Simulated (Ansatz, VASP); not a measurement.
## BaBeC5 in VASP and in Ansatz

```xyz
7
Lattice="2.4235 1.3992 5.3629 -2.4235 1.3992 5.3629 0.0000 -2.7985 5.3629" Properties=species:S:1:pos:R:3 pbc="T T T"
Ba    0.0000    0.0000    0.0000
Be    0.0000    0.0000    8.0444
C     0.0000   -1.3992    2.6815
C     1.2118    0.6996    2.6815
C    -1.2118    0.6996    2.6815
C     0.0000    0.0000   13.3046
C     0.0000    0.0000    2.7841
```

Alike in both runs: functional PBE; k mesh 12 × 12 × 12; occupations gaussian, width 0.1 eV; no spin polarisation.

Ansatz relaxed the structure, and its values are those at the end. VASP's run is a single point on that final structure, the one shown.

|  | VASP | Ansatz |
| --- | --- | --- |
| version | VASP 6.6.1 | Ansatz 0.2.0 |
| potentials or method | VASP PAW PBE potentials, release 64 (Ba_sv, Be, C), cutoff 520 eV | scalar-relativistic, plane waves, PAW |
| valence electrons in the cell | 32 | 32 |

```csv
,VASP,Ansatz,Ansatz less VASP
gap on the k mesh at the Fermi level (eV),none,none,-
pressure (GPa),0.6,0.0,-0.58
rms of the force components (eV/Å),0.011,0.000,-0.0113
```

A gap of «none» marks a metal or a gap that the smearing closes.

Spin-orbit coupling is off throughout.
